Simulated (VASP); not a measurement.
# TlIn in VASP: notebook, part 2 of 2

VASP 6.6.1. The steps go on from the part before.

### Step 3. Single point, PBEsol+D3(BJ)

INCAR

```
PREC = Accurate
ENCUT = 520
EDIFF = 1E-6
ISMEAR = 1
SIGMA = 0.3
LREAL = False
LASPH = True
NELM = 60
ALGO = Normal
ISIF = 2
LWAVE = False
LCHARG = False
LDIPOL = True
IDIPOL = 3
DIPOL = 0.5 0.5 0.500
GGA = PS
IVDW = 12
EFIELD = -0.3
NBANDS = 34
```

KPOINTS

```
regular mesh
0
Gamma
  6 6 1
```

POSCAR

```
TlIn
1.0
    3.4127900000      0.0000000000      0.0000000000
   -1.7063950000      2.9555640000      0.0000000000
    0.0000000000      0.0000000000     24.3631390000
Tl In
2 2
Direct
    0.3333333333      0.6666666667      0.4427883041
    0.0000000000      0.0000000000      0.6716350877
    0.0000000000      0.0000000000      0.3283649123
    0.6666666667      0.3333333333      0.5572116959
```

Potentials or basis: VASP PAW PBE potentials, release 64 (Tl_d, In_d).

Command:

```
> cat potpaw_PBE.64/Tl_d/POTCAR potpaw_PBE.64/In_d/POTCAR > POTCAR
> mpirun -np 1 vasp_std > vasp.out
```

OUTCAR:

```text
PREC = Accurate
   ENCUT = 520
   EDIFF = 1E-6
   ISMEAR = 1
   LREAL = False
   LASPH = True
   NELM = 60
   ISIF = 2
   GGA = PS
   IVDW = 12
 IVDW          = 12

 ion  position               nearest neighbor table
   1  0.333  0.667  0.443-   3 3.41   4 3.41   3 3.41   4 3.41   4 3.41   3 3.41
   2  0.000  0.000  0.672-   4 3.41   4 3.41   4 3.41
   3  0.000  0.000  0.328-   1 3.41   1 3.41   1 3.41
   4  0.667  0.333  0.557-   2 3.41   1 3.41   2 3.41   1 3.41   1 3.41   2 3.41

  LATTYP: Found a hexagonal cell.
 ALAT       =     3.4127900000
 C/A-ratio  =     7.1387747268

  Lattice vectors:

 A1 = (   3.4127900000,   0.0000000000,   0.0000000000)
 A2 = (  -1.7063950000,   2.9555640000,   0.0000000000)
 A3 = (   0.0000000000,   0.0000000000,  24.3631390000)

Analysis of symmetry for initial positions (statically):
=====================================================================
 Subroutine PRICEL returns:
 Original cell was already a primitive cell.

 Routine SETGRP: Setting up the symmetry group for a
 hexagonal supercell.

 Subroutine GETGRP returns: Found  6 space group operations
 (whereof  6 operations were pure point group operations)
 out of a pool of 24 trial point group operations.

The static configuration has the point symmetry C_3v.

Analysis of symmetry for dynamics (positions and initial velocities):
=====================================================================
 An external electric field (EFIELD) may reduce the allowed symmetry operations
 Subroutine PRICEL returns:
 Original cell was already a primitive cell.

 Routine SETGRP: Setting up the symmetry group for a
 hexagonal supercell.

 Subroutine GETGRP returns: Found  6 space group operations
 (whereof  6 operations were pure point group operations)
 out of a pool of 24 trial point group operations.

The dynamic configuration has the point symmetry C_3v.

 Subroutine INISYM returns: Found  6 space group operations
 (whereof  6 operations are pure point group operations),
 and found     1 'primitive' translations

[... 105 lines left out ...]
   GGA     = PS    functional components
   LHFCALC =     F    Hartree Fock is set to
   AEXX    =    0.0000 exact exchange contribution
   IVDW    =    12    specifies the selected vdW correction
   LEPSILON=     F    determine dielectric tensor
   LRPA    =     F    only Hartree local field effects (RPA)
 non-spin polarized calculation
 Methfessel and Paxton  Order N= 1 SIGMA  =   0.30
  energy-cutoff  :      520.00
  volume of cell :      245.74
 maximum number of plane-waves:      6649
 NGX is ok and might be reduce to    28
   NGX = 13   NGY = 13   NGZ = 91

 number of electron      52.0000004 magnetization

 dipolmoment           0.000000      0.000000     -0.203776 electrons x Angstroem

 Free energy of the ion-electron system (eV)
  ---------------------------------------------------
  ext. energy  EPLUGINS =         0.00000000
  ---------------------------------------------------
  free energy    TOTEN  =       -10.69241604 eV

  energy without entropy =      -10.66180117  energy(sigma->0) =      -10.68221108

 E-fermi :   0.8646     XC(G=0):  -5.2750

 val. band max:        0.7949291330   @ k =   0.3333   0.1667   0.0000
 cond. band min:       0.8736296761   @ k =   0.3333  -0.0000   0.0000
 fundamental gap:      0.0787005431
 Fermi energy:         0.8646473241

 k-point     1 :       0.0000    0.0000    0.0000
  band No.  band energies     occupation
      1     -13.5513      2.00000
      2     -13.4551      2.00000
      3     -13.4551      2.00000
      4     -13.4248      2.00000
      5     -13.3574      2.00000
      6     -13.3574      2.00000
[... 248 lines left out ...]
     33       4.6887     -0.00000
     34       5.4874     -0.00000

------------------------ aborting loop because EDIFF is reached ----------------------------------------

 vacuum level on the upper side and lower side of the slab       (xc-potential included)         1.779        -1.903

 Edisp (eV)   -1.06034

 E8    (eV) :    -0.7929

  FORCE on cell =-STRESS in cart. coord.  units (eV):
  Direction    XX          YY          ZZ          XY          YZ          ZX
  --------------------------------------------------------------------------------------
  -------------------------------------------------------------------------------------
  Total      -2.93673    -2.93673    -2.35904     0.00000     0.00000     0.00000
  in kB     -19.14657   -19.14659   -15.38025     0.00000     0.00000     0.00000
  external pressure =      -17.89 kB  Pullay stress =        0.00 kB

 VOLUME and BASIS-vectors are now :
 -----------------------------------------------------------------------------
  energy-cutoff  :      520.00
  volume of cell :      245.74
      direct lattice vectors                 reciprocal lattice vectors
     3.412790000  0.000000000  0.000000000     0.293015392  0.169172449  0.000000000
    -1.706395000  2.955564000  0.000000000     0.000000000  0.338344898  0.000000000
     0.000000000  0.000000000 24.363139000     0.000000000  0.000000000  0.041045614

 POSITION                                       TOTAL-FORCE (eV/Angst)
 -----------------------------------------------------------------------------------
     -0.00000      1.97038     10.78771        -0.000000      0.000000      0.120864
      0.00000      0.00000     16.36314        -0.000000      0.000000     -0.187864
      0.00000      0.00000      8.00000         0.000000     -0.000000      0.247999
      1.70640      0.98519     13.57543        -0.000000      0.000000     -0.180999
 -----------------------------------------------------------------------------------
    total drift:                                0.000000      0.000000      0.000431

  FREE ENERGIE OF THE ION-ELECTRON SYSTEM (eV)
  ---------------------------------------------------
  free  energy   TOTEN  =       -11.7527558331 eV

  energy  without entropy=      -11.7221409558  energy(sigma->0) =      -11.74255087

 vacuum level on the upper side and lower side of the slab         6.457         2.955
```

Run time: 2.1 min. Hardware: 1 thread of Intel Xeon Platinum 8488C (Sapphire Rapids), shared host; peak memory 0.37 GiB.

What came out:

```
Free energy                : -11.7528 eV
Largest force              : 0.248 eV/Å
Band gap on the k mesh     : zero (band 26 reaches 2.13 eV, above the bottom of band 27 at 0.07 eV)
Dispersion energy per atom : -0.265 eV
```

Forces on the atoms (eV/Å):
```
Tl   0.000  0.000  0.121
Tl   0.000  0.000 -0.188
In   0.000  0.000  0.248
In   0.000  0.000 -0.181
```

Levels at points of the mesh, in eV from the Fermi level:
| k point | band 21 | band 22 | band 23 | band 24 | band 25 | band 26 | band 27 | band 28 | band 29 | band 30 |
| --- | --- | --- | --- | --- | --- | --- | --- | --- | --- | --- |
| (0.00, 0.00, 0.00) | -9.26 | -8.64 | -7.00 | -5.49 | -2.08 | 0.06 | 2.35 | 3.10 | 4.11 | 5.15 |
| (0.50, 0.00, 0.00) | -4.94 | -4.78 | -3.77 | -3.00 | -2.29 | -1.59 | -0.80 | -0.32 | 2.45 | 3.07 |

Caveat: three body term missing; the PAW data sets were made with another functional, which shifts forces and pressure a little; spin-orbit coupling is left out, which moves the levels of the heavy elements.
